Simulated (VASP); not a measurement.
# GaP (I-4m2) in VASP: a series of runs

Runs on GaP. Level: PBE. Tasks: single point.

All numbers are computed with VASP 6.6.1; they aren't measurements. Logs are shortened: lines on timing, memory, paths and dates and some standing lists are left out, and cuts for length are marked.

**1. The cell of the first run**

The structure is tetragonal, space group I-4m2 (No. 119). The conventional cell has a = 3.854 Å, b = 3.854 Å, c = 5.314 Å, α = 90.00°, β = 90.00°, γ = 90.00°. Ga (site symmetry -4m2) has 4 P at 2.34 Å within 3.1 Å. P (site symmetry -4m2) has 4 Ga at 2.34 Å within 3.1 Å.

**2. Single point, PBE (strain -0.0250 x Voigt [1, 0, 0, 0, 0, 0])**

The input, INCAR:

```
SYSTEM = GaP
PREC = Accurate
ENCUT = 520
EDIFF = 1E-6
ISMEAR = 0
SIGMA = 0.05
LREAL = .False.
LASPH = .True.
NELM = 100
ALGO = Normal
ISIF = 2
LWAVE = .False.
LCHARG = .False.
GGA = PE
NBANDS = 16
```

The input, KPOINTS:

```
Automatic mesh
0
Gamma
  8 8 8
  0 0 0
```

The input, POSCAR:

```
GaP
1.0
    0.0000000000      2.7252500000      2.7252500000
    2.6571187500      0.0000000000      2.7252500000
    2.6571187500      2.7252500000      0.0000000000
Ga P
1 1
Direct
    0.0000000000      0.0000000000      0.0000000000
    0.7500000000      0.7500000000      0.7500000000
```

Potentials or basis: VASP PAW PBE potentials, release 64 (Ga_d, P).

The run is started by

```
$ cat potpaw_PBE.64/Ga_d/POTCAR potpaw_PBE.64/P/POTCAR > POTCAR
$ mpirun -np 1 vasp_std > vasp.out
```

OUTCAR:

```text
SYSTEM = GaP
   PREC = Accurate
   ENCUT = 520
   EDIFF = 1E-6
   ISMEAR = 0
   LREAL = .False.
   LASPH = .True.
   NELM = 100
   ISIF = 2
   GGA = PE

 ion  position               nearest neighbor table
   1  0.000  0.000  0.000-   2 2.34   2 2.34   2 2.34   2 2.34
   2  0.750  0.750  0.750-   1 2.34   1 2.34   1 2.34   1 2.34

  LATTYP: Found a body centered tetragonal cell.
 ALAT       =     3.8540855109
 C/A-ratio  =     1.3788582233

  Lattice vectors:

 A1 = (  -2.6571187500,   0.0000000000,  -2.7252500000)
 A2 = (  -2.6571187500,   0.0000000000,   2.7252500000)
 A3 = (   2.6571187500,   2.7252500000,   0.0000000000)

Analysis of symmetry for initial positions (statically):
=====================================================================
 Subroutine PRICEL returns:
 Original cell was already a primitive cell.

 Routine SETGRP: Setting up the symmetry group for a
 body centered tetragonal supercell.

 Subroutine GETGRP returns: Found  8 space group operations
 (whereof  8 operations were pure point group operations)
 out of a pool of 16 trial point group operations.

The static configuration has the point symmetry D_2d.

Analysis of symmetry for dynamics (positions and initial velocities):
=====================================================================
 Subroutine PRICEL returns:
 Original cell was already a primitive cell.

 Routine SETGRP: Setting up the symmetry group for a
 body centered tetragonal supercell.

 Subroutine GETGRP returns: Found  8 space group operations
 (whereof  8 operations were pure point group operations)
 out of a pool of 16 trial point group operations.

The dynamic configuration has the point symmetry D_2d.

 Subroutine INISYM returns: Found  8 space group operations
 (whereof  8 operations are pure point group operations),
 and found     1 'primitive' translations

----------------------------------------------------------------------------------------

                                     Primitive cell

  volume of cell :      39.4688

  direct lattice vectors                    reciprocal lattice vectors
     0.000000000  2.725250000  2.725250000    -0.188173750  0.183469406  0.183469406
     2.657118750  0.000000000  2.725250000     0.188173750 -0.183469406  0.183469406
     2.657118750  2.725250000  0.000000000     0.188173750  0.183469406 -0.183469406

  length of vectors
     3.854085511  3.806214342  3.806214342     0.320517404  0.320517404  0.320517404
[... 75 lines left out ...]
   ISPIN  =      1    spin polarized calculation?
   LNONCOLLINEAR =      F non collinear calculations
   LSORBIT =      F    spin-orbit coupling
   LASPH  =      T    aspherical Exc in radial PAW
   ENCUT  =  520.0 eV  38.22 Ry    6.18 a.u.   7.17  7.08  7.08*2*pi/ulx,y,z
   NELM   =    100;   NELMIN=  2; NELMDL= -5     # of ELM steps
   EDIFF  = 0.1E-05   stopping-criterion for ELM
   LREAL  =      F    real-space projection
   EDIFFG = 0.1E-04   stopping-criterion for IOM
   NSW    =      0    number of steps for IOM
   IBRION =     -1    ionic relax: 0-MD 1-quasi-New 2-CG
   NFREE  =      0    steps in history (QN), initial steepest desc. (CG)
   ISIF   =      2    stress and relaxation
   ISYM   =      2    0-nonsym 1-usesym 2-fastsym
   POTIM  = 0.5000    time-step for ionic-motion
   TEBEG  =    0.0;   TEEND  =   0.0 temperature during run
   PSTRESS=    0.0 pullay stress
   NELECT =      18.0000    total number of electrons
   NUPDOWN=      -1.0000    fix difference up-down
   EMIN   =  10.00;   EMAX   =-10.00  energy-range for DOS
   EFERMI =   0.00;   METHOD = LEGACY
   ISMEAR =     0;   SIGMA  =   0.05  broadening in eV -4-tet -1-fermi 0-gaus
   EFERMI_NEDOS =   21; number of points for ismear=-14 and -15
   IALGO  =     38    algorithm
   IMIX   =      4    mixing-type and parameters
     AMIX     =   0.40;   BMIX     =  1.00
     AMIX_MAG =   1.60;   BMIX_MAG =  1.00
  volume/ion in A,a.u.               =      19.73       133.17
  Fermi-wavevector in a.u.,A,eV,Ry     =   1.260127  2.381295 21.604977  1.587921
  Thomas-Fermi vector in A             =   2.393653
   LORBIT       =      0    0 simple, 1 ext, 2 COOP (PROOUT), +10 PAW based schemes
   GGA     = PE    functional components
   LHFCALC =     F    Hartree Fock is set to
   AEXX    =    0.0000 exact exchange contribution
   IVDW    =     0    specifies the selected vdW correction
   LEPSILON=     F    determine dielectric tensor
   LRPA    =     F    only Hartree local field effects (RPA)
 non-spin polarized calculation
 Gauss-broadening in eV      SIGMA  =   0.05
  energy-cutoff  :      520.00
  volume of cell :       39.47
 maximum number of plane-waves:      1078
 NGX is ok and might be reduce to    30
   NGX = 15   NGY = 15   NGZ = 15

 number of electron      17.9999995 magnetization

 Free energy of the ion-electron system (eV)
  ---------------------------------------------------
  ext. energy  EPLUGINS =         0.00000000
  ---------------------------------------------------
  free energy    TOTEN  =        -9.08945365 eV

  energy without entropy =       -9.08945365  energy(sigma->0) =       -9.08945365

 E-fermi :   5.2830     XC(G=0):  -9.9496

 val. band max:        5.0069324486   @ k =   0.0000   0.0000   0.0000
 cond. band min:       6.3608717550   @ k =   0.0000   0.3750   0.3750
 fundamental gap:      1.3539393064
 Fermi energy:         5.2829697747

 k-point     1 :       0.0000    0.0000    0.0000
  band No.  band energies     occupation
      1      -9.6845      2.00000
      2      -9.6845      2.00000
      3      -9.6768      2.00000
      4      -9.5764      2.00000
      5      -9.5727      2.00000
      6      -7.7693      2.00000
[... 433 lines left out ...]
      3      -9.6546      2.00000
      4      -9.5738      2.00000
      5      -9.5724      2.00000
      6      -6.5482      2.00000
[... 8 lines left out ...]
     15      15.5019      0.00000
     16      16.3974      0.00000

 [... further k-points ...]
[... 5 lines left out ...]
  --------------------------------------------------------------------------------------
  -------------------------------------------------------------------------------------
  Total        1.4592108      1.0218785      1.0218785      0.0000000      0.0000000      0.0000000
  in kB       59.2345327     41.4816645     41.4816645      0.0000000      0.0000000      0.0000000
  external PRESSURE =      47.3992872 kB  Pullay stress =       0.0000000 kB

 VOLUME and BASIS-vectors are now :
 -----------------------------------------------------------------------------
  energy-cutoff  :      520.00
  volume of cell :       39.47
      direct lattice vectors                 reciprocal lattice vectors
     0.000000000  2.725250000  2.725250000    -0.188173750  0.183469406  0.183469406
     2.657118750  0.000000000  2.725250000     0.188173750 -0.183469406  0.183469406
     2.657118750  2.725250000  0.000000000     0.188173750  0.183469406 -0.183469406

 POSITION                                       TOTAL-FORCE (eV/Angst)
 -----------------------------------------------------------------------------------
      0.00000      0.00000      0.00000         0.000000      0.000000      0.000000
      3.98568      4.08788      4.08788         0.000000     -0.000000     -0.000000
 -----------------------------------------------------------------------------------
    total drift:                               -0.000007      0.000000      0.000000

  FREE ENERGIE OF THE ION-ELECTRON SYSTEM (eV)
  ---------------------------------------------------
  free  energy   TOTEN  =        -9.0894536531 eV

  energy  without entropy=       -9.0894536531  energy(sigma->0) =       -9.08945365
```

It took 68 s on 1 thread of AMD EPYC 7R13, shared host; peak memory 0.15 GiB.

What came out:

```
Free energy            : -9.0895 eV
Pressure               : 4.7 GPa
Band gap on the k mesh : 1.35 eV, indirect (least direct gap 1.94 eV)
```

Caveat: the cell differs from its parent crystal (strain -0.0250 x Voigt [1, 0, 0, 0, 0, 0]). A k mesh can miss the band edges.

**3. Single point, PBE (strain +0.0250 x Voigt [1, 0, 0, 0, 0, 0])**

The input, INCAR:

```
SYSTEM = GaP
ALGO     = Normal         ! electronic algorithm
EDIFF    = 1E-6           ! SCF threshold, eV
ENCUT    = 520            ! plane-wave cutoff, eV
GGA      = PE             ! functional
ISIF     = 2              ! what is computed and relaxed
ISMEAR   = 0              ! smearing method
LASPH    = .TRUE.         ! aspherical terms in the spheres
LCHARG   = .TRUE.         ! write CHGCAR
LELF     = .TRUE.         ! ELF
LREAL    = .FALSE.        ! projectors in reciprocal space
LVHAR    = .TRUE.       
LWAVE    = .FALSE.        ! write WAVECAR
NBANDS   = 16             ! bands
NELM     = 100            ! most SCF steps
PREC     = Accurate       ! precision mode
SIGMA    = 0.05           ! smearing width, eV
```

The input, KPOINTS:

```
k-points
0
G
  8 8 8
  0 0 0
```

The input, POSCAR:

```
GaP
1.0
    0.0000000000      2.7252500000      2.7252500000
    2.7933812500      0.0000000000      2.7252500000
    2.7933812500      2.7252500000      0.0000000000
Ga P
1 1
Direct
    0.0000000000      0.0000000000      0.0000000000
    0.7500000000      0.7500000000      0.7500000000
```

Potentials or basis: VASP PAW PBE potentials, release 64 (Ga_d, P).

The run is started by

```
$ cat potpaw_PBE.64/Ga_d/POTCAR potpaw_PBE.64/P/POTCAR > POTCAR
$ mpirun -np 1 vasp_std > vasp.out
```

Run time: 74 s. Hardware: 1 thread of AMD EPYC 7R13, shared host; peak memory 0.16 GiB.

It converged, with:

| Quantity | Value |
| --- | --- |
| Free energy | -9.1213 eV |
| Pressure | 0.4 GPa |
| Band gap on the k mesh | 1.54 eV, indirect (least direct gap 1.57 eV) |

Stress tensor (GPa, compression positive):
```
-0.89  0.00  0.00
 0.00  1.00  0.00
 0.00  0.00  1.00
```

Levels at points of the mesh, in eV from the valence-band top:
```
           k point  band 7  band 8  band 9  band 10  band 11  band 12
(0.00, 0.00, 0.00)   -0.14    0.00    0.00     1.57     3.83     3.83
(0.50, 0.00, 0.00)   -6.54   -1.23   -1.03     1.54     4.61     4.77
(0.50, 0.50, 0.00)   -6.63   -2.70   -2.69     1.60     1.72    10.32
(0.00, 0.50, 0.50)   -6.79   -2.53   -2.53     1.77     1.95    10.37
```

Caveat: the cell differs from its parent crystal (strain +0.0250 x Voigt [1, 0, 0, 0, 0, 0]).

**4. Single point, PBE (strain +0.0500 x Voigt [1, 0, 0, 0, 0, 0])**

The input, INCAR:

```
PREC = Accurate
ENCUT = 520
EDIFF = 1E-7
ISMEAR = 0
SIGMA = 0.05
LREAL = False
LASPH = True
NELM = 100
ALGO = Normal
ISIF = 2
LWAVE = False
LCHARG = False
GGA = PE
NBANDS = 16
```

The input, KPOINTS:

```
Automatic mesh
0
Gamma
  8 8 8
```

The input, POSCAR:

```
GaP
1.0
    0.0000000000      2.7252500000      2.7252500000
    2.8615125000      0.0000000000      2.7252500000
    2.8615125000      2.7252500000      0.0000000000
Ga P
1 1
Direct
    0.0000000000      0.0000000000      0.0000000000
    0.7500000000      0.7500000000      0.7500000000
```

The run is started by

```
$ cat potpaw_PBE.64/Ga_d/POTCAR potpaw_PBE.64/P/POTCAR > POTCAR
$ mpirun -np 1 vasp_std > vasp.out
```

It took 79 s on 1 thread of AMD EPYC 7R13, shared host; peak memory 0.16 GiB.

Results (log left out):

| Property | Result |
| --- | --- |
| Free energy | -9.1062 eV |
| Pressure | -1.4 GPa |
| Band gap on the k mesh | 1.31 eV, direct |

Stress tensor (GPa, compression positive):
```
-3.94  0.00  0.00
 0.00 -0.11  0.00
 0.00  0.00 -0.11
```

Levels at points of the mesh, in eV from the valence-band top:
```
           k point  band 7  band 8  band 9  band 10  band 11  band 12
(0.00, 0.00, 0.00)   -0.28    0.00    0.00     1.31     3.78     3.78
(0.50, 0.00, 0.00)   -6.45   -1.34   -0.94     1.38     4.52     4.81
(0.50, 0.50, 0.00)   -6.52   -2.72   -2.69     1.56     1.62     9.98
(0.00, 0.50, 0.50)   -6.82   -2.39   -2.39     1.88     2.07    10.14
```

Caveat: the cell differs from its parent crystal (strain +0.0500 x Voigt [1, 0, 0, 0, 0, 0]). A k mesh can miss the band edges.

**5. Summary**

| cell | gap on the mesh (eV) | pressure (GPa) |
| --- | --- | --- |
| a = 3.854, b = 3.806, c = 3.806 Å, angles 60.8, 59.6, 59.6°, 2 atoms | 1.35 | 4.7 |
| a = 3.854, b = 3.903, c = 3.903 Å, angles 59.2, 60.4, 60.4°, 2 atoms | 1.54 | 0.4 |
| a = 3.854, b = 3.952, c = 3.952 Å, angles 58.4, 60.8, 60.8°, 2 atoms | 1.31 | -1.4 |

Alike in all rows: task single point; level PBE; potentials or basis VASP PAW PBE potentials, release 64 (Ga_d, P); no spin polarisation; k mesh 8 × 8 × 8; cutoff (eV) 520; smearing gaussian 0.05 eV.

Total energies depend on the potentials used, so only differences within one code and one set of settings carry meaning.
